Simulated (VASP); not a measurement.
# Al5In2Ga4BP12 (P1) in VASP: a series of runs

The runs below take Al5In2Ga4BP12 through single point, with PBE.

Everything below comes from runs of VASP 6.6.1. Logs are shortened: lines on timing, memory, paths and dates and some standing lists are left out, and cuts for length are marked.

## 1. The cell of the first run

The typed cell holds 24 atoms: a = 7.760 Å, b = 7.741 Å, c = 9.527 Å, α = 90.14°, β = 89.66°, γ = 119.44°.

## 2. Single point, PBE

Input file INCAR:

```
ALGO = Normal
EDIFF = 1E-6
ENCUT = 520
GGA = PE
ISIF = 2
ISMEAR = 0
ISYM = 0
LASPH = T
LCHARG = T
LELF = T
LREAL = Auto
LVHAR = T
LWAVE = F
NBANDS = 96
NELM = 80
PREC = Accurate
SIGMA = 0.1
```

Input file KPOINTS:

```
Automatic mesh
0
Gamma
  2 2 2
  0.5 0.5 0.5
```

Input file POSCAR:

```
Al5In2Ga4BP12
1.0
   -5.5177314152     -5.4557936125      0.0223098154
   -0.0214396291      5.4549234262      5.4925808794
   -5.5215546720      5.4819266847     -5.4981445088
B Al P Ga In
1 5 12 4 2
Direct
    0.3336616034      0.1641644956      0.6639401404
    0.0075692151      0.0017796424      0.9931048827
    0.1694136627      0.3275284069      0.3406003398
    1.0010514395      0.5018368078      1.0134506355
    0.6672264756      0.8355034744      0.3252374954
    0.1690402868      0.8398732442      0.3391537773
    0.3250485081      0.1538403860      0.8782676453
    0.8341011512      0.1695291348      0.9339663119
    0.6239834078      0.3207870368      0.5912476147
    0.1973230988      0.3197070573      0.5900817046
    0.4965485343      0.4991744322      0.2539302727
    0.9984331197      0.4995351497      0.2681498727
    0.3210138165      0.6743259859      0.9116514031
    0.8504608213      0.6725023197      0.9124629414
    0.6607984237      0.8229866212      0.5749363230
    0.1834899066      0.8683642512      0.5878652680
    0.4945043320      1.0010455578      0.2449414237
    0.0039285425      0.0011592709      0.2445463455
    0.4933373470      0.0039647634     -0.0070374788
    0.6552949364      0.3283264568      0.3409233601
    0.8345008050      0.6681259772      0.6634098592
    0.3322319002      0.6674841652      0.6624955771
    0.8366368212      0.1714951723      0.6690595033
    0.4961826711      0.4938717824      0.9890998907
```

Potentials or basis: VASP PAW PBE potentials, release 64 (B, Al, P, Ga_d, In_d).

Run with:

```
> cat potpaw_PBE.64/B/POTCAR potpaw_PBE.64/Al/POTCAR potpaw_PBE.64/P/POTCAR potpaw_PBE.64/Ga_d/POTCAR potpaw_PBE.64/In_d/POTCAR > POTCAR
> mpirun -np 1 vasp_std > vasp.out
```

OUTCAR:

```text
EDIFF = 1E-6
   ENCUT = 520
   GGA = PE
   ISIF = 2
   ISMEAR = 0
   ISYM = 0
   LASPH = T
   LREAL = Auto
   NELM = 80
   PREC = Accurate

 ion  position               nearest neighbor table
   1  0.334  0.164  0.664-   7 2.04   9 2.08  10 2.08  16 2.12
   2  0.008  0.002  0.993-  14 2.35   8 2.36  18 2.40   7 2.40
   3  0.169  0.328  0.341-  11 2.36  18 2.38  10 2.39  12 2.40
   4  0.001  0.502  0.013-  14 2.36   8 2.37  13 2.37  12 2.43
   5  0.667  0.836  0.325-  11 2.37  15 2.38  17 2.39  18 2.40
   6  0.169  0.840  0.339-  18 2.37  17 2.37  16 2.38  12 2.39
[... 16 lines left out ...]
  23  0.837  0.171  0.669-  15 2.52   8 2.52   9 2.55  10 2.56
  24  0.496  0.494  0.989-  13 2.50  14 2.50  11 2.52   7 2.52

IMPORTANT INFORMATION: All symmetrisations will be switched off!
NOSYMM: (Re-)initialisation of all symmetry stuff for point group C_1.

----------------------------------------------------------------------------------------

                                     Primitive cell

  volume of cell :     498.3996

  direct lattice vectors                    reciprocal lattice vectors
    -5.517731415 -5.455793612  0.022309815    -0.120589760 -0.061086458  0.060196938
    -0.021439629  5.454923426  5.492580879    -0.059940745  0.061116566  0.121132254
    -5.521554672  5.481926685 -5.498144509    -0.060369408  0.060806851 -0.060625601

  length of vectors
     7.759609632  7.741130018  9.527259796     0.147976745  0.148327849  0.104963813

  position of ions in fractional coordinates (direct lattice)
     0.333661603  0.164164496  0.663940140
     0.007569215  0.001779642  0.993104883
     0.169413663  0.327528407  0.340600340
     0.001051440  0.501836808  0.013450635
     0.667226476  0.835503474  0.325237495
     0.169040287  0.839873244  0.339153777
[... 16 lines left out ...]
     0.836636821  0.171495172  0.669059503
     0.496182671  0.493871782  0.989099891

  ion indices of the primitive-cell ions
   primitive index   ion index
                 1           1
                 2           2
                 3           3
                 4           4
                 5           5
                 6           6
[... 16 lines left out ...]
                23          23
                24          24

----------------------------------------------------------------------------------------

 KPOINTS: Automatic mesh

Automatic generation of k-mesh.
 Grid dimensions read from file:
 generate k-points for:    2    2    2

 Generating k-lattice:

  Cartesian coordinates                     Fractional coordinates (reciprocal lattice)
    -0.060294880 -0.030543229  0.030098469     0.500000000  0.000000000  0.000000000
    -0.029970373  0.030558283  0.060566127    -0.000000000  0.500000000  0.000000000
    -0.030184704  0.030403426 -0.030312800     0.000000000  0.000000000  0.500000000

  Length of vectors
     0.073988372  0.074163924  0.052481906

  Shift w.r.t. Gamma in fractional coordinates (k-lattice)
     0.500000000  0.500000000  0.500000000

 Subroutine IBZKPT returns following result:
 ===========================================

 Found      4 irreducible k-points:

 Following reciprocal coordinates:
            Coordinates               Weight
  0.250000  0.250000  0.250000      2.000000
 -0.250000  0.250000  0.250000      2.000000
  0.250000 -0.250000  0.250000      2.000000
 -0.250000 -0.250000  0.250000      2.000000
   k-points           NKPTS =      4   k-points in BZ     NKDIM =      4   number of bands    NBANDS=     96
   number of dos      NEDOS =    301   number of ions     NIONS =     24
   total plane-waves  NPLWV = 259200
   dimension x,y,z NGX =    60 NGY =   60 NGZ =   72
   dimension x,y,z NGXF=   120 NGYF=  120 NGZF=  144
   ions per type =               1   5  12   4   2
   NGX,Y,Z   is equivalent  to a cutoff of  12.85, 12.89, 12.56 a.u.
   NGXF,Y,Z  is equivalent  to a cutoff of  25.71, 25.77, 25.13 a.u.
 SYSTEM =  unknown system
   PREC   = accura    normal or accurate (medium, high low for compatibility)
   ISTART =      0    job   : 0-new  1-cont  2-samecut
   ICHARG =      2    charge: 1-file 2-atom 10-const
   ISPIN  =      1    spin polarized calculation?
   LNONCOLLINEAR =      F non collinear calculations
   LSORBIT =      F    spin-orbit coupling
   LASPH  =      T    aspherical Exc in radial PAW
   ENCUT  =  520.0 eV  38.22 Ry    6.18 a.u.  14.43 14.39 17.71*2*pi/ulx,y,z
   NELM   =     80;   NELMIN=  2; NELMDL= -5     # of ELM steps
   EDIFF  = 0.1E-05   stopping-criterion for ELM
   LREAL  =      T    real-space projection
   EDIFFG = 0.1E-04   stopping-criterion for IOM
   NSW    =      0    number of steps for IOM
   IBRION =     -1    ionic relax: 0-MD 1-quasi-New 2-CG
   NFREE  =      0    steps in history (QN), initial steepest desc. (CG)
   ISIF   =      2    stress and relaxation
   ISYM   =      0    0-nonsym 1-usesym 2-fastsym
   POTIM  = 0.5000    time-step for ionic-motion
   TEBEG  =    0.0;   TEEND  =   0.0 temperature during run
   PSTRESS=    0.0 pullay stress
   NELECT =     156.0000    total number of electrons
   NUPDOWN=      -1.0000    fix difference up-down
   EMIN   =  10.00;   EMAX   =-10.00  energy-range for DOS
   EFERMI =   0.00;   METHOD = LEGACY
   ISMEAR =     0;   SIGMA  =   0.10  broadening in eV -4-tet -1-fermi 0-gaus
   EFERMI_NEDOS =   21; number of points for ismear=-14 and -15
   IALGO  =     38    algorithm
   IMIX   =      4    mixing-type and parameters
     AMIX     =   0.40;   BMIX     =  1.00
     AMIX_MAG =   1.60;   BMIX_MAG =  1.00
  volume/ion in A,a.u.               =      20.77       140.14
  Fermi-wavevector in a.u.,A,eV,Ry     =   1.111537  2.100500 16.810187  1.235514
  Thomas-Fermi vector in A             =   2.248101
   LORBIT       =      0    0 simple, 1 ext, 2 COOP (PROOUT), +10 PAW based schemes
   GGA     = PE    functional components
   LHFCALC =     F    Hartree Fock is set to
   AEXX    =    0.0000 exact exchange contribution
   IVDW    =     0    specifies the selected vdW correction
   LEPSILON=     F    determine dielectric tensor
   LRPA    =     F    only Hartree local field effects (RPA)
 non-spin polarized calculation
 Gauss-broadening in eV      SIGMA  =   0.10
  energy-cutoff  :      520.00
  volume of cell :      498.40
 maximum number of plane-waves:     13438
 NGX is ok and might be reduce to    60
   NGX = 29   NGY = 29   NGZ = 35

 number of electron     155.9999991 magnetization

 Free energy of the ion-electron system (eV)
  ---------------------------------------------------
  ext. energy  EPLUGINS =         0.00000000
  ---------------------------------------------------
  free energy    TOTEN  =      -116.66014886 eV

  energy without entropy =     -116.66014886  energy(sigma->0) =     -116.66014886

 E-fermi :   5.0823     XC(G=0):  -9.4701

 val. band max:        4.6330732168   @ k =   0.2500  -0.2500   0.2500
 cond. band min:       6.3198555401   @ k =  -0.2500   0.2500   0.2500
 fundamental gap:      1.6867823233
 Fermi energy:         5.0822501837

 k-point     1 :       0.2500    0.2500    0.2500
  band No.  band energies     occupation
      1      -9.7488      2.00000
      2      -9.7181      2.00000
      3      -9.7084      2.00000
      4      -9.6973      2.00000
      5      -9.6785      2.00000
      6      -9.6710      2.00000
[... 82 lines left out ...]
     89       8.3555      0.00000
     90       8.4883      0.00000

 k-point     2 :      -0.2500    0.2500    0.2500
  band No.  band energies     occupation
      1      -9.7501      2.00000
      2      -9.7181      2.00000
      3      -9.7082      2.00000
      4      -9.6986      2.00000
      5      -9.6792      2.00000
      6      -9.6705      2.00000
[... 82 lines left out ...]
     89       8.0358      0.00000
     90       8.1241      0.00000

 k-point     3 :       0.2500   -0.2500    0.2500
  band No.  band energies     occupation
      1      -9.7502      2.00000
      2      -9.7184      2.00000
      3      -9.7075      2.00000
      4      -9.6987      2.00000
      5      -9.6769      2.00000
      6      -9.6737      2.00000
[... 82 lines left out ...]
     89       8.0123      0.00000
     90       8.1555      0.00000

 k-point     4 :      -0.2500   -0.2500    0.2500
  band No.  band energies     occupation
      1      -9.7489      2.00000
      2      -9.7184      2.00000
      3      -9.7079      2.00000
      4      -9.6969      2.00000
      5      -9.6766      2.00000
      6      -9.6736      2.00000
[... 82 lines left out ...]
     89       8.4153      0.00000
     90       8.4830      0.00000
 [bands above 90 left out]

------------------------ aborting loop because EDIFF is reached ----------------------------------------

  FORCE on cell =-STRESS in cart. coord.  units (eV):
  Direction    XX          YY          ZZ          XY          YZ          ZX
  --------------------------------------------------------------------------------------
  -------------------------------------------------------------------------------------
  Total       -0.0276864     -0.0524400     -0.0545936     -0.0334697     -0.0004790      0.0131233
  in kB       -0.0890018     -0.1685759     -0.1754990     -0.1075930     -0.0015399      0.0421869
  external PRESSURE =      -0.1443589 kB  Pullay stress =       0.0000000 kB

 VOLUME and BASIS-vectors are now :
 -----------------------------------------------------------------------------
  energy-cutoff  :      520.00
  volume of cell :      498.40
      direct lattice vectors                 reciprocal lattice vectors
    -5.517731415 -5.455793612  0.022309815    -0.120589760 -0.061086458  0.060196938
    -0.021439629  5.454923426  5.492580879    -0.059940745  0.061116566  0.121132254
    -5.521554672  5.481926685 -5.498144509    -0.060369408  0.060806851 -0.060625601

 POSITION                                       TOTAL-FORCE (eV/Angst)
 -----------------------------------------------------------------------------------
     -5.51056      2.71479     -2.74131        -0.027102      0.034785     -0.038083
     -5.52529      5.41254     -5.45029         0.002408     -0.006108      0.000631
     -2.82244      2.72950     -0.06991         0.003214     -0.007610      0.005641
     -0.09083      2.80548      2.68245         0.000416     -0.000255      0.004136
     -5.49531      2.70029      2.81575         0.003979      0.001068      0.001821
     -2.82338      5.51841      2.75213         0.004711     -0.002571      0.002665
[... 16 lines left out ...]
     -8.31426      0.03871     -2.71797        -0.002286      0.008117     -0.006436
     -8.20976      5.40914     -2.71451        -0.008019      0.005245      0.001668
 -----------------------------------------------------------------------------------
    total drift:                               -0.008753      0.014118     -0.000875

  FREE ENERGIE OF THE ION-ELECTRON SYSTEM (eV)
  ---------------------------------------------------
  free  energy   TOTEN  =      -116.6601488580 eV

  energy  without entropy=     -116.6601488580  energy(sigma->0) =     -116.66014886
```

Run time: 12 min. Hardware: 1 thread of Intel Xeon 8259CL, shared host; peak memory 0.64 GiB.

What came out:

```yaml
Free_energy: -116.6601 eV
Pressure: 0.0 GPa
Largest_force: 0.058 eV/Å
Band_gap_on_the_k_mesh: 1.69 eV (least direct gap 1.74 eV)
```

Forces in eV/Å, atoms in the order of the input:
```
B   -0.027  0.035 -0.038
Al   0.002 -0.006  0.001
Al   0.003 -0.008  0.006
Al   0.000  0.000  0.004
Al   0.004  0.001  0.002
Al   0.005 -0.003  0.003
P    0.020 -0.012  0.018
P   -0.006 -0.006  0.004
P    0.006 -0.005 -0.006
P    0.008 -0.002 -0.005
P    0.001  0.001  0.001
P    0.002 -0.007  0.008
P    0.000 -0.001 -0.006
P   -0.004  0.004 -0.002
P   -0.001  0.000  0.007
P    0.002 -0.003  0.006
P    0.002 -0.005 -0.005
P    0.003 -0.001  0.000
Ga   0.000  0.000 -0.001
Ga  -0.003 -0.003  0.004
Ga   0.002  0.012  0.002
Ga  -0.009 -0.006  0.003
In  -0.002  0.008 -0.006
In  -0.008  0.005  0.002
```

Caveat: spin-orbit coupling is left out, which moves the levels of the heavy elements; a shifted mesh leaves out Γ, where band edges can lie.

## 3. Single point, PBE

Input file INCAR:

```
SYSTEM = Al5In2Ga4BP12
PREC     = Accurate       ! precision mode
ENCUT    = 520            ! plane-wave cutoff, eV
EDIFF    = 1E-6           ! SCF threshold, eV
ISMEAR   = 0              ! smearing method
SIGMA    = 0.1            ! smearing width, eV
LREAL    = Auto         
LASPH    = .TRUE.         ! aspherical terms in the spheres
NELM     = 60             ! most SCF steps
ALGO     = Normal         ! electronic algorithm
ISIF     = 2              ! what is computed and relaxed
LWAVE    = .FALSE.        ! write WAVECAR
LCHARG   = .FALSE.        ! write CHGCAR
GGA      = PE             ! functional
ISYM     = 0            
NBANDS   = 96             ! bands
```

KPOINTS is that of step 2.

Input file POSCAR:

```
Al5In2Ga4BP12
1.0
   -5.5093709263     -5.4510164845      0.0322244548
   -0.0252585869      5.4440506167      5.5010308422
   -5.5121661909      5.4860362039     -5.5177578426
B Al P Ga In
1 5 12 4 2
Direct
   -0.0022489547      0.4993111566      1.0026460846
    0.5018609509      1.0014157441      0.0064780038
   -0.0020698412     -0.0006829506      0.9986363185
    0.8398181547      0.1750797177      0.6739875491
    0.5018756735      0.5009656311      0.0056840101
    0.1632655369      0.8278658212      0.3186713877
    0.3334317507      0.1676374214      0.9265236481
    0.8495498551      0.2019788313      0.9262466759
    0.6875363516      0.3422834995      0.5738253934
    0.1488066276      0.3320634773      0.5650961713
    0.5034502849      0.5045614273      0.2539629090
   -0.0020459969      0.5017952566      0.2150259641
    0.2981638118      0.6502176448      0.9418270743
    0.8501019647      0.6494050268      0.9265373949
    0.6850372662      0.8420157044      0.5950020603
    0.1508166909      0.8235349700      0.5656062408
    0.5036962301      1.0007713821      0.2549726325
    0.9978710911      0.9997095161      0.2456727974
    0.6767995551      0.3387957272      0.3246937792
    0.1618578680      0.3373216516      0.3170336788
    0.8405122785      0.6618204208      0.6738442854
    0.6724211382      0.8361856081      0.3425228741
    0.3354904424      0.1706246471      0.6577963060
    0.3305910248      0.6668053297      0.6759442271
```

Potentials or basis: VASP PAW PBE potentials, release 64 (B, Al, P, Ga_d, In_d).

Run with:

```
> cat potpaw_PBE.64/B/POTCAR potpaw_PBE.64/Al/POTCAR potpaw_PBE.64/P/POTCAR potpaw_PBE.64/Ga_d/POTCAR potpaw_PBE.64/In_d/POTCAR > POTCAR
> mpirun -np 1 vasp_std > vasp.out
```

It took 12 min on 1 thread of Intel Xeon 8259CL, shared host; peak memory 0.64 GiB.

The run converged. Its results:

| Quantity | Value |
| --- | --- |
| Free energy | -116.4670 eV |
| Pressure | 0.0 GPa |
| Largest force | 0.020 eV/Å |
| Band gap on the k mesh | 1.55 eV (least direct gap 1.62 eV) |

Forces in eV/Å, atoms in the order of the input:
```
B    0.005 -0.004 -0.003
Al  -0.011  0.006  0.004
Al  -0.002  0.010  0.000
Al  -0.004 -0.001  0.011
Al  -0.012 -0.004 -0.009
Al   0.003  0.001  0.011
P   -0.001  0.000  0.004
P    0.010 -0.010 -0.006
P    0.002  0.003 -0.005
P   -0.003  0.000 -0.003
P    0.004 -0.005  0.005
P   -0.004 -0.001  0.003
P    0.003 -0.013  0.014
P    0.003  0.009  0.007
P   -0.008  0.009 -0.007
P   -0.007 -0.006  0.005
P    0.007 -0.005  0.003
P    0.003 -0.002 -0.003
Ga   0.001  0.011 -0.005
Ga  -0.003 -0.006 -0.003
Ga   0.009 -0.004 -0.001
Ga   0.001 -0.007 -0.006
In   0.005  0.005 -0.012
In   0.000  0.012 -0.003
```

Levels at points of the mesh, in eV from the valence-band top:
| k point | band 76 | band 77 | band 78 | band 79 | band 80 | band 81 |
| --- | --- | --- | --- | --- | --- | --- |
| (0.25, 0.25, 0.25) | -0.82 | -0.58 | -0.42 | 2.17 | 2.58 | 2.79 |

Caveat: spin-orbit coupling is left out, which moves the levels of the heavy elements; a shifted mesh leaves out Γ, where band edges can lie. A k mesh can miss the band edges.
